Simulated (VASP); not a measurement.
Here is a VASP 6.6.1 calculation.

The input INCAR:

```
PREC = Accurate ; ENCUT = 520
EDIFF = 1E-7 ; ISMEAR = 0
SIGMA = 0.1 ; LREAL = F
LASPH = T ; NELM = 60
ALGO = Normal ; ISIF = 2
LWAVE = F ; LCHARG = F
GGA = PE ; NBANDS = 30
```

KPOINTS

```
Automatic mesh
0
Gamma
  6 4 2
```

File POSCAR:

```
Zr2F3
1.0
    2.9396362523      0.0000000000      0.0000000000
    0.0000000000      5.0413508038      0.0000000000
    0.0000000000      0.0000000000      7.6227417902
Zr F
2 3
Direct
    0.5000000000      0.0000000000      0.7748218004
    0.5000000000      0.0000000000      0.2251781996
    0.5000000000      0.7542428131      0.0000000000
    0.5000000000      0.2457571869      0.0000000000
    0.5000000000      0.0000000000      0.5000000000
```

Potentials or basis: VASP PAW PBE potentials, release 64 (Zr_sv, F).

Run with:

```console
$ cat potpaw_PBE.64/Zr_sv/POTCAR potpaw_PBE.64/F/POTCAR > POTCAR
$ mpirun -np 1 vasp_std > vasp.out
```

Q: Estimate the largest force.

A: 0.054 eV/Å.

Q: Predict the pressure.

A: 0.0 GPa.

Q: Predict the band gap on the k mesh.

A: Zero (an odd number of electrons rules out a gap without spin polarisation).

Forces on the atoms (eV/Å):
```
Zr   0.000  0.000 -0.037
Zr   0.000  0.000  0.037
F    0.000 -0.054  0.000
F    0.000  0.054  0.000
F    0.000  0.000  0.000
```

Caveat: the k points lie up to 0.41 Å⁻¹ apart, too coarse for converged energies and pressures of a metal; an odd number of electrons without spin polarisation forces a metal; a magnetic or distorted state may lie lower.
